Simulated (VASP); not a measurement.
# CuGe23 (a cell with a defect) in VASP: notebook, part 2 of 3

VASP 6.6.1. The steps go on from the part before.

**3. Single point, PBEsol+U, collinear spin**

INCAR

```
SYSTEM = CuGe23
PREC = Accurate ; ENCUT = 350
EDIFF = 1E-5 ; ISMEAR = 0
SIGMA = 0.03 ; LREAL = Auto
LASPH = .True. ; NELM = 120
ALGO = Normal ; ISIF = 2
LWAVE = .False. ; LCHARG = .False.
ISPIN = 2 ; MAGMOM = 3 0 0 0 0 0 0 0 0 0 0 0 0 0 0 0 0 0 0 0 0 0 0 0
LORBIT = 11 ; LMAXMIX = 4
LDAU = .True. ; LDAUTYPE = 2
LDAUL = 2 -1 ; LDAUU = 5 0
LDAUJ = 0 0 ; LDAUPRINT = 1
GGA = PS ; NBANDS = 188
ISYM = 0 ; KPAR = 2
```

KPOINTS

```
regular mesh
0
Gamma
  2 2 2
  0 0 0
```

POSCAR

```
CuGe23                                  
1.0
    0.0000000000      8.4863100000      8.4863100000
    5.6575400000      0.0000000000      5.6575400000
    5.6575400000      5.6575400000      0.0000000000
  Cu              Ge            
     1    23
Direct
     0.9997845806103637    0.0004641225729317    0.9981968130540594
     0.0006844431560808    0.0023887146969546    0.4953456694322084
     0.0011871055331935    0.4979780686574852    0.0017106155070032
     0.0016794340678711    0.4958068289107706    0.4964752163893178
     0.3289508089723974    0.0009779625105509    0.0028907142349665
     0.3284108972601560    0.0027256521864391    0.4999144740828792
     0.3283422678112448    0.5011966154689039    0.0045477622885648
     0.3308684968183000    0.5000952882276103    0.5035282754013516
     0.6674923687298370    0.0011213710172493    0.0004758771919635
     0.6654810512181369    0.9993401320503220    0.4964987280654549
     0.6664321067913790    0.4961755743133834    0.0032404523177432
     0.6657628383247175    0.4983038022503877    0.5019659925187966
     0.0780414097847093    0.1212290941692507    0.1187124291665520
     0.0784952113336991    0.1189594100338623    0.6395126297024195
     0.0784100835183859    0.6415792311844494    0.1198582186673836
     0.0815216713526208    0.6254492205903607    0.6248586554496308
     0.4170396716220903    0.1251596042060675    0.1238159004004928
     0.4158477495525828    0.1224115056141790    0.6258618631698238
     0.4168060030905295    0.6238407227079283    0.1260219680577576
     0.4174258384274236    0.6255048745911775    0.6273673072880589
     0.7599287808026758    0.1193391031386339    0.1195805517345420
     0.7512993211153516    0.1202813186665932    0.6243587681984368
     0.7517430075268715    0.6248845362601951    0.1239434103808893
     0.7525298525793799    0.6223932459743343    0.6261697072997041
```

Potentials or basis: VASP PAW PBE potentials, release 64 (Cu, Ge_d).

Launch:

```console
$ cat potpaw_PBE.64/Cu/POTCAR potpaw_PBE.64/Ge_d/POTCAR > POTCAR
$ mpirun -np 4 vasp_std > vasp.out
```

OUTCAR:

```text
SYSTEM = CuGe23
   PREC = Accurate
   ENCUT = 350
   EDIFF = 1E-5
   ISMEAR = 0
   LREAL = Auto
   LASPH = .True.
   NELM = 120
   ISIF = 2
   ISPIN = 2
   LORBIT = 11
   GGA = PS
   ISYM = 0

 ion  position               nearest neighbor table
   1  1.000  0.000  0.998-  13 2.34  14 2.34  15 2.34  21 2.35
   2  0.001  0.002  0.495-  22 2.44  16 2.46  13 2.46  14 2.47
   3  0.001  0.498  0.002-  23 2.44  16 2.46  13 2.46  15 2.47
   4  0.002  0.496  0.496-  24 2.44  15 2.46  14 2.46  16 2.47
   5  0.329  0.001  0.003-  13 2.46  18 2.46  19 2.46  17 2.46
   6  0.328  0.003  0.500-  14 2.45  17 2.46  18 2.46  20 2.47
[... 16 lines left out ...]
  23  0.752  0.625  0.124-   3 2.44   9 2.46  11 2.47  12 2.47
  24  0.753  0.622  0.626-   4 2.44  10 2.46  11 2.46  12 2.47

IMPORTANT INFORMATION: All symmetrisations will be switched off!
NOSYMM: (Re-)initialisation of all symmetry stuff for point group C_1.

----------------------------------------------------------------------------------------

                                     Primitive cell

  volume of cell :     543.2555

  direct lattice vectors                    reciprocal lattice vectors
     0.000000000  8.486310000  8.486310000    -0.058918423  0.058918423  0.058918423
     5.657540000  0.000000000  5.657540000     0.088377634 -0.088377634  0.088377634
     5.657540000  5.657540000  0.000000000     0.088377634  0.088377634 -0.088377634

  length of vectors
    12.001454697  8.000969798  8.000969798     0.102049702  0.153074553  0.153074553

  position of ions in fractional coordinates (direct lattice)
     0.999784581  0.000464123  0.998196813
     0.000684443  0.002388715  0.495345669
     0.001187106  0.497978069  0.001710616
     0.001679434  0.495806829  0.496475216
     0.328950809  0.000977963  0.002890714
     0.328410897  0.002725652  0.499914474
[... 16 lines left out ...]
     0.751743008  0.624884536  0.123943410
     0.752529853  0.622393246  0.626169707

  ion indices of the primitive-cell ions
   primitive index   ion index
[... 1619 lines left out ...]
    177       6.9345      0.00000
    178       7.5508      0.00000
 Fermi energy:         4.4695441367

 spin component 2

 k-point     1 :       0.0000    0.0000    0.0000
  band No.  band energies     occupation
      1     -20.1685      1.00000
      2     -20.1458      1.00000
      3     -20.1287      1.00000
      4     -20.1250      1.00000
      5     -20.1040      1.00000
      6     -20.1033      1.00000
[... 1437 lines left out ...]
    177       6.9348      0.00000
    178       7.5511      0.00000
 [bands above 178 left out]

------------------------ aborting loop because EDIFF is reached ----------------------------------------

  FORCE on cell =-STRESS in cart. coord.  units (eV):
  Direction    XX          YY          ZZ          XY          YZ          ZX
  --------------------------------------------------------------------------------------
  -------------------------------------------------------------------------------------
  Total       -1.5638267     -0.8954292     -0.8769142      0.0591213     -1.6733719     -0.0060566
  in kB       -4.6120612     -2.6408131     -2.5862085      0.1743614     -4.9351335     -0.0178623
  external PRESSURE =      -3.2796943 kB  Pullay stress =       0.0000000 kB

 VOLUME and BASIS-vectors are now :
 -----------------------------------------------------------------------------
  energy-cutoff  :      350.00
  volume of cell :      543.26
      direct lattice vectors                 reciprocal lattice vectors
     0.000000000  8.486310000  8.486310000    -0.058918423  0.058918423  0.058918423
     5.657540000  0.000000000  5.657540000     0.088377634 -0.088377634  0.088377634
     5.657540000  5.657540000  0.000000000     0.088377634  0.088377634 -0.088377634

 POSITION                                       TOTAL-FORCE (eV/Angst)
 -----------------------------------------------------------------------------------
      5.64996     14.13182      8.48711         0.144958     -0.154076     -0.170738
      2.81595      2.80825      0.01932        -0.016738      0.087148     -0.272696
      2.82701      0.01975      2.82740        -0.018496     -0.263491      0.067963
      5.61388      2.82308      2.81930         0.201763      0.055947      0.050037
      0.02189      2.80793      2.79711        -0.086191      0.000582      0.012631
      2.84371      5.61528      2.80242        -0.020810      0.095702     -0.003165
[... 16 lines left out ...]
      4.23652      7.08074      9.91483         0.118381     -0.065850     -0.204178
      7.06379      9.92878      9.90742         0.052654     -0.158186     -0.147549
 -----------------------------------------------------------------------------------
    total drift:                               -0.002333      0.002513     -0.002040

  FREE ENERGIE OF THE ION-ELECTRON SYSTEM (eV)
  ---------------------------------------------------
  free  energy   TOTEN  =      -113.6460014735 eV

  energy  without entropy=     -113.6436950340  energy(sigma->0) =     -113.64484825

 total charge

# of ion       s       p       d       tot
------------------------------------------
    1        0.491   0.385   9.305  10.181
    2        1.132   1.238  10.020  12.389
    3        1.132   1.237  10.019  12.388
    4        1.128   1.246  10.020  12.393
    5        1.129   1.249  10.018  12.396
    6        1.124   1.258  10.019  12.401
[... 16 lines left out ...]
   23        1.119   1.263  10.019  12.401
   24        1.117   1.266  10.019  12.402
--------------------------------------------------
tot         26.456  28.964 239.760 295.180

 magnetization (x)

# of ion       s       p       d       tot
------------------------------------------
    1       -0.000   0.000   0.000   0.000
    2       -0.000   0.000   0.000   0.000
    3       -0.000   0.000   0.000   0.000
    4       -0.000   0.000   0.000   0.000
    5       -0.000  -0.000   0.000  -0.000
    6       -0.000  -0.000   0.000  -0.000
[... 16 lines left out ...]
   23       -0.000  -0.000  -0.000  -0.000
   24       -0.000  -0.000   0.000  -0.000
--------------------------------------------------
tot          0.000   0.001   0.000   0.001
```

OSZICAR:

```text
N       E                     dE             d eps       ncg     rms          rms(c)
DAV:   1     0.483930164133E+04    0.48393E+04   -0.11047E+05  6340   0.400E+03
DAV:   2     0.100370008212E+04   -0.38356E+04   -0.37429E+04  6016   0.991E+02
DAV:   3     0.453902329213E+02   -0.95831E+03   -0.91908E+03  6120   0.277E+02
DAV:   4    -0.103722812669E+03   -0.14911E+03   -0.14040E+03  6784   0.108E+02
DAV:   5    -0.113542958734E+03   -0.98201E+01   -0.95993E+01  6672   0.295E+01    0.203E+01
DAV:   6    -0.118603368397E+03   -0.50604E+01   -0.10166E+02  8152   0.485E+01    0.164E+01
DAV:   7    -0.113943843586E+03    0.46595E+01   -0.23372E+01  7264   0.303E+01    0.669E+00
DAV:   8    -0.113795274114E+03    0.14857E+00   -0.91724E+00  7384   0.268E+01    0.459E+00
DAV:   9    -0.113544966247E+03    0.25031E+00   -0.22780E+00  7568   0.130E+01    0.186E+00
DAV:  10    -0.113660053458E+03   -0.11509E+00   -0.51057E-01  7800   0.527E+00    0.125E+00
DAV:  11    -0.113641648368E+03    0.18405E-01   -0.15852E-01  7176   0.328E+00    0.601E-01
DAV:  12    -0.113645747086E+03   -0.40987E-02   -0.45996E-02  7384   0.168E+00    0.281E-01
DAV:  13    -0.113645642617E+03    0.10447E-03   -0.87089E-03  7544   0.117E+00    0.103E-01
DAV:  14    -0.113645932936E+03   -0.29032E-03   -0.21938E-03  7384   0.317E-01    0.347E-02
DAV:  15    -0.113645976125E+03   -0.43188E-04   -0.26157E-04  7136   0.242E-01    0.177E-02
DAV:  16    -0.113645993179E+03   -0.17055E-04   -0.89653E-05  6920   0.937E-02    0.127E-02
DAV:  17    -0.113646001473E+03   -0.82942E-05   -0.62839E-05  5272   0.804E-02
   1 F= -.11364600E+03 E0= -.11364485E+03  d E =-.230644E-02  mag=     0.0036
```

stdout:

```text
POSCAR found type information on POSCAR CuGe
 POSCAR found :  2 types and      24 ions
 scaLAPACK will be used
 -----------------------------------------------------------------------------
|                                                                             |
|                                                                             |
|     You enforced a specific xc type in the INCAR file but a different       |
|     I HOPE YOU KNOW WHAT YOU ARE DOING!                                     |
|                                                                             |
 -----------------------------------------------------------------------------

 LDA part: xc-table for (Slater+PW92), standard interpolation
 POSCAR, INCAR and KPOINTS ok, starting setup
 FFT: planning ... GRIDC
 FFT: planning ... GRID_SOFT
 FFT: planning ... GRID
 WAVECAR not read
 entering main loop
```

Run time: 7.1 min. Hardware: 4 MPI ranks of Intel Xeon 6975P-C (Granite Rapids), shared host; peak memory 0.59 GiB.

Results:

```yaml
Free_energy: -113.6460 eV
Largest_force: 0.314 eV/Å
Net_moment: 0.01 μB per cell
Valence_electrons_inside_the_program's_atomic_spheres: Cu 10.18; Ge 12.39, 12.40, 12.36, 12.38 (each value once)
```

Forces on the atoms (eV/Å):
```
Cu   0.145 -0.154 -0.171
Ge  -0.017  0.087 -0.273
Ge  -0.018 -0.263  0.068
Ge   0.202  0.056  0.050
Ge  -0.086  0.001  0.013
Ge  -0.021  0.096 -0.003
Ge  -0.040  0.000  0.088
Ge  -0.120  0.137  0.144
Ge  -0.096  0.047  0.036
Ge  -0.065  0.129  0.068
Ge  -0.086  0.037  0.118
Ge  -0.142  0.170  0.181
Ge  -0.118  0.212  0.199
Ge  -0.107  0.034  0.249
Ge  -0.121  0.235  0.031
Ge  -0.013 -0.041 -0.041
Ge   0.063 -0.079 -0.099
Ge   0.164 -0.113  0.001
Ge   0.162 -0.025 -0.113
Ge  -0.006 -0.206 -0.199
Ge   0.004  0.062  0.049
Ge   0.146 -0.196 -0.046
Ge   0.118 -0.066 -0.204
Ge   0.053 -0.158 -0.148
```

Eigenvalues of the final occupation matrices:
```csv
site,spin,trace,eigenvalues
site 1 d,1,4.66,0.92 0.93 0.93 0.94 0.94
site 1 d,2,4.66,0.92 0.93 0.93 0.94 0.94
```

Caveat: the k points lie up to 0.48 Å⁻¹ apart; the cutoff is under 1.25 times the usual one of these potentials, so pressure, stress and relaxed cells hold a basis-set (Pulay) error; the PAW data sets were made with another functional, which shifts forces and pressure a little; the U is typed as a test and isn't derived for this compound.

**4. Single point, PBEsol+U, collinear spin**

INCAR

```
SYSTEM = CuGe23
PREC = Accurate ; ENCUT = 350
EDIFF = 1E-5 ; ISMEAR = 0
SIGMA = 0.03 ; LREAL = Auto
LASPH = .True. ; NELM = 120
ALGO = Normal ; ISIF = 2
LWAVE = .False. ; LCHARG = .False.
ISPIN = 2 ; MAGMOM = 3 0 0 0 0 0 0 0 0 0 0 0 0 0 0 0 0 0 0 0 0 0 0 0
LORBIT = 11 ; NUPDOWN = 3
LMAXMIX = 4 ; LDAU = .True.
LDAUTYPE = 2 ; LDAUL = 2 -1
LDAUU = 7 0 ; LDAUJ = 0 0
LDAUPRINT = 1 ; GGA = PS
NBANDS = 188 ; ISYM = 0
KPAR = 2
```

KPOINTS is that of step 3.

POSCAR is that of step 3.

Potentials or basis: VASP PAW PBE potentials, release 64 (Cu, Ge_d).

Launch:

```console
$ cat potpaw_PBE.64/Cu/POTCAR potpaw_PBE.64/Ge_d/POTCAR > POTCAR
$ mpirun -np 4 vasp_std > vasp.out
```

OUTCAR:

```text
SYSTEM = CuGe23
   PREC = Accurate
   ENCUT = 350
   EDIFF = 1E-5
   ISMEAR = 0
   LREAL = Auto
   LASPH = .True.
   NELM = 120
   ISIF = 2
   ISPIN = 2
   LORBIT = 11
   NUPDOWN = 3
   GGA = PS
   ISYM = 0

 ion  position               nearest neighbor table
   1  1.000  0.000  0.998-  13 2.34  14 2.34  15 2.34  21 2.35
   2  0.001  0.002  0.495-  22 2.44  16 2.46  13 2.46  14 2.47
   3  0.001  0.498  0.002-  23 2.44  16 2.46  13 2.46  15 2.47
   4  0.002  0.496  0.496-  24 2.44  15 2.46  14 2.46  16 2.47
   5  0.329  0.001  0.003-  13 2.46  18 2.46  19 2.46  17 2.46
   6  0.328  0.003  0.500-  14 2.45  17 2.46  18 2.46  20 2.47
[... 16 lines left out ...]
  23  0.752  0.625  0.124-   3 2.44   9 2.46  11 2.47  12 2.47
  24  0.753  0.622  0.626-   4 2.44  10 2.46  11 2.46  12 2.47

IMPORTANT INFORMATION: All symmetrisations will be switched off!
NOSYMM: (Re-)initialisation of all symmetry stuff for point group C_1.

----------------------------------------------------------------------------------------

                                     Primitive cell

  volume of cell :     543.2555

  direct lattice vectors                    reciprocal lattice vectors
     0.000000000  8.486310000  8.486310000    -0.058918423  0.058918423  0.058918423
     5.657540000  0.000000000  5.657540000     0.088377634 -0.088377634  0.088377634
[... 3120 lines left out ...]
  volume of cell :      543.26
      direct lattice vectors                 reciprocal lattice vectors
     0.000000000  8.486310000  8.486310000    -0.058918423  0.058918423  0.058918423
     5.657540000  0.000000000  5.657540000     0.088377634 -0.088377634  0.088377634
     5.657540000  5.657540000  0.000000000     0.088377634  0.088377634 -0.088377634

 POSITION                                       TOTAL-FORCE (eV/Angst)
 -----------------------------------------------------------------------------------
      5.64996     14.13182      8.48711        -0.006874      0.006310      0.000006
      2.81595      2.80825      0.01932         0.004694      0.008481     -0.007177
      2.82701      0.01975      2.82740         0.001974     -0.000821     -0.006462
      5.61388      2.82308      2.81930        -0.001587      0.001317      0.000383
      0.02189      2.80793      2.79711         0.015830     -0.010891      0.002434
      2.84371      5.61528      2.80242         0.001858      0.002599     -0.005499
[... 16 lines left out ...]
      4.23652      7.08074      9.91483        -0.013587     -0.015782      0.003211
      7.06379      9.92878      9.90742         0.005070     -0.007425      0.006078
 -----------------------------------------------------------------------------------
    total drift:                               -0.003143      0.002945     -0.001467

  FREE ENERGIE OF THE ION-ELECTRON SYSTEM (eV)
  ---------------------------------------------------
  free  energy   TOTEN  =      -112.2420058841 eV

  energy  without entropy=     -112.2389675247  energy(sigma->0) =     -112.24048670

 total charge

# of ion       s       p       d       tot
------------------------------------------
    1        0.481   0.379   9.376  10.237
    2        1.137   1.236  10.020  12.393
    3        1.137   1.235  10.020  12.393
    4        1.136   1.237  10.020  12.393
    5        1.133   1.238  10.020  12.392
    6        1.135   1.244  10.020  12.399
[... 16 lines left out ...]
   23        1.132   1.246  10.020  12.398
   24        1.135   1.243  10.019  12.397
--------------------------------------------------
tot         26.660  28.759 239.830 295.249

 magnetization (x)

# of ion       s       p       d       tot
------------------------------------------
    1        0.000   0.105   0.072   0.178
    2        0.010   0.048   0.005   0.063
    3        0.010   0.047   0.005   0.063
    4        0.008   0.047   0.005   0.060
    5        0.006   0.062   0.005   0.073
    6        0.015   0.042   0.006   0.063
[... 16 lines left out ...]
   23        0.012   0.038   0.004   0.054
   24        0.016   0.040   0.005   0.061
--------------------------------------------------
tot          0.297   1.427   0.190   1.915
```

stdout:

```text
POSCAR found type information on POSCAR CuGe
 POSCAR found :  2 types and      24 ions
 scaLAPACK will be used
 -----------------------------------------------------------------------------
|                                                                             |
|                                                                             |
|     You enforced a specific xc type in the INCAR file but a different       |
|     I HOPE YOU KNOW WHAT YOU ARE DOING!                                     |
|                                                                             |
 -----------------------------------------------------------------------------

 LDA part: xc-table for (Slater+PW92), standard interpolation
 POSCAR, INCAR and KPOINTS ok, starting setup
 FFT: planning ... GRIDC
 FFT: planning ... GRID_SOFT
 FFT: planning ... GRID
 WAVECAR not read
 entering main loop
```

Wall time 7.7 min (4 MPI ranks of Intel Xeon 6975P-C (Granite Rapids), shared host); peak memory 0.59 GiB.

What came out:

```
Free energy                                           : -112.2420 eV
Largest force                                         : 0.027 eV/Å
Net moment                                            : 3.00 μB per cell
Site moments                                          : Cu +0.18; Ge +0.06, +0.07, +0.14, +0.04, +0.08, +0.05, +0.16 (each value once) μB
Valence electrons inside the program's atomic spheres : Cu 10.24; Ge 12.39, 12.40, 12.37 (each value once)
```

Forces in eV/Å, atoms in the order of the input:
```
Cu  -0.007  0.006  0.000
Ge   0.005  0.008 -0.007
Ge   0.002 -0.001 -0.006
Ge  -0.002  0.001  0.000
Ge   0.016 -0.011  0.002
Ge   0.002  0.003 -0.005
Ge  -0.016 -0.005 -0.005
Ge  -0.015 -0.013 -0.001
Ge   0.002  0.005 -0.007
Ge   0.021  0.008  0.015
Ge  -0.002 -0.013 -0.005
Ge  -0.005 -0.005  0.009
Ge   0.010  0.006 -0.008
Ge   0.008  0.004  0.010
Ge  -0.002  0.010  0.002
Ge   0.000  0.005 -0.001
Ge  -0.001  0.020  0.000
Ge   0.000  0.006  0.002
Ge   0.001 -0.017  0.005
Ge  -0.018 -0.006 -0.003
Ge   0.003  0.001 -0.009
Ge   0.008  0.010  0.004
Ge  -0.014 -0.016  0.003
Ge   0.005 -0.007  0.006
```

Eigenvalues of the final occupation matrices:
```csv
site,spin,trace,eigenvalues
site 1 d,1,4.74,0.95 0.95 0.95 0.95 0.95
site 1 d,2,4.66,0.92 0.92 0.92 0.95 0.95
```

Caveat: the k points lie up to 0.48 Å⁻¹ apart; the cutoff is under 1.25 times the usual one of these potentials, so pressure, stress and relaxed cells hold a basis-set (Pulay) error; the PAW data sets were made with another functional, which shifts forces and pressure a little; the total moment is fixed, so each spin has its own Fermi level; the U is typed as a test and isn't derived for this compound.

[end of part 2 of 3]
